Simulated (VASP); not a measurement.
The system is Cu.

```
Cu
1.0
     0.00000    2.51687    2.51687
     2.51687    0.00000    2.51687
     2.51687    2.51687    0.00000
Cu
2
Direct
  0.12500 0.12500 0.12500
  0.87500 0.87500 0.87500
```

This isn't the form of Cu at room conditions, which is fcc.

- Program: VASP 6.6.1
- Task: relaxation of cell and atoms
- Functional: PBEsol
- Potentials or basis: VASP PAW PBE potentials, release 64 (Cu)
- Cutoff: 600 eV
- k mesh: 11 × 11 × 11
- Occupations: fermi-dirac, width 0.1 eV
- Spin: no spin polarisation

At the start: pressure 10.9 GPa; volume 15.94 Å³/atom.

Q: Where does the relaxation end?

A: Over 3 steps the energy falls by 62.5 meV/atom and the volume is 17.99 Å³/atom (+12.8 %); space group Fd-3m (No. 227, to 0.1 Å) before and after.

The path:
| step | energy change (eV) | largest force (eV/Å) | pressure (GPa) | volume (Å³) |
| --- | --- | --- | --- | --- |
| 1 | 0.0000 | 0.0000 | 10.93 | 31.89 |
| 2 | -0.1176 | 0.0000 | -1.96 | 37.18 |
| 3 | -0.1250 | 0.0000 | 0.05 | 35.98 |

Final structure:
```
Cu
1.0
     0.00000    2.62030    2.62030
     2.62030    0.00000    2.62030
     2.62030    2.62030    0.00000
Cu
2
Cartesian
  0.6551 0.6551 0.6551
  4.5855 4.5855 4.5855
```

Caveat: the PAW data sets were made with another functional, which shifts forces and pressure a little.
